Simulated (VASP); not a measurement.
A run of VASP 6.6.1:

The input INCAR:

```
PREC = Accurate
ENCUT = 400
EDIFF = 1E-6
ISMEAR = -1
SIGMA = 0.05
LREAL = False
LASPH = True
NELM = 120
ALGO = Normal
ISIF = 2
LWAVE = False
LCHARG = True
GGA = PE
LELF = True
LVHAR = True
NBANDS = 128
GGA_COMPAT = False
NELMDL = -8
```

File KPOINTS:

```
regular mesh
0
Gamma
  2 3 1
```

Contents of POSCAR:

```
PPb16
1.0
    9.9000000000      0.0000000000      0.0000000000
    0.0000000000      7.0003570000      0.0000000000
    0.0000000000      0.0000000000     17.2502680000
Pb P
16 1
Direct
    0.2500000000      0.2499999643      0.0579701139
    0.7500000000      0.2499999643      0.0579701139
    0.2500000000      0.7500000357      0.0579701139
    0.7500000000      0.7500000357      0.0579701139
    0.0257427273     -0.0001279935      0.1553473836
    0.4742431313     -0.0001247079      0.1553488908
   -0.0025466667      0.4993219632      0.1454776239
    0.5025110101      0.4993202490      0.1454859716
    0.2499225253      0.2515136014      0.2862360167
    0.7500191919      0.2330743989      0.2427624893
    0.2499222222      0.7504183001      0.2857880817
    0.7500185859      0.7663887713      0.2425573910
   -0.0063411111     -0.0008092444      0.3683407122
    0.5062502020     -0.0008066731      0.3682057577
   -0.0366379798      0.4994939544      0.3413135958
    0.5365269697      0.4994958114      0.3412826978
    0.2499460606      0.0009455232      0.4217413898
```

Potentials or basis: VASP PAW PBE potentials, release 64 (Pb_d, P).

Launch:

```sh
$ cat potpaw_PBE.64/Pb_d/POTCAR potpaw_PBE.64/P/POTCAR > POTCAR
$ mpirun -np 1 vasp_std > vasp.out
```

Hardware: 1 thread of Intel Xeon 8259CL, on a shared host.

**Question.** How long does it take, and how much memory?

**Answer.** Wall time 33 min on 1 thread of Intel Xeon 8259CL (shared host), peak memory 0.93 GiB. Counts: scf iterations 25, k points 4.
